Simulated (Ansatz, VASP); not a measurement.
One calculation of YCu6ClO8, two programs

```
Y Cu Cl O
1.0
     0.00000    4.64629    4.64629
     4.64629    0.00000    4.64629
     4.64629    4.64629    0.00000
Y Cu Cl O
1 6 1 8
Direct
  0.00000 0.00000 0.00000
  0.00000 0.00000 0.50000
  0.50000 0.00000 0.50000
  0.00000 0.50000 0.50000
  0.50000 0.50000 0.00000
  0.00000 0.50000 0.00000
  0.50000 0.00000 0.00000
  0.50000 0.50000 0.50000
  0.85550 0.85550 0.43349
  0.85550 0.43349 0.85550
  0.43349 0.85550 0.85550
  0.85550 0.85550 0.85550
  0.14450 0.14450 0.56651
  0.14450 0.56651 0.14450
  0.56651 0.14450 0.14450
  0.14450 0.14450 0.14450
```

Alike in both runs: task electric field gradients; functional PBEsol; k mesh 6 × 6 × 6; occupations fermi-dirac, width 0.05 eV; no spin polarisation.

```csv
,VASP,Ansatz
version,VASP 6.6.1,Ansatz 0.2.0
potentials or method,"VASP PAW PBE potentials, release 64 (Y_sv, Cu, Cl, O)","plane-wave PAW, scalar-relativistic"
plane-wave cutoff (eV),520,420
valence electrons in the cell,132,180
```

|  | VASP | Ansatz | Ansatz less VASP |
| --- | --- | --- | --- |
| pressure (GPa) | -6.2 | -6.7 | -0.48 |
| rms of the force components (eV/Å) | 0.024 | 0.010 | -0.0144 |
| size of Vzz on the site where it differs most (V/Å²) | 53.9 | 50.6 | -3.34 |

VASP's potentials were made for PBE, not for PBEsol. Atom by atom the forces differ by 0.014 eV/Å (rms over components). VASP's potentials hold 132 valence electrons a cell and Ansatz's 180, so a difference there can come from the potentials and not from the codes.
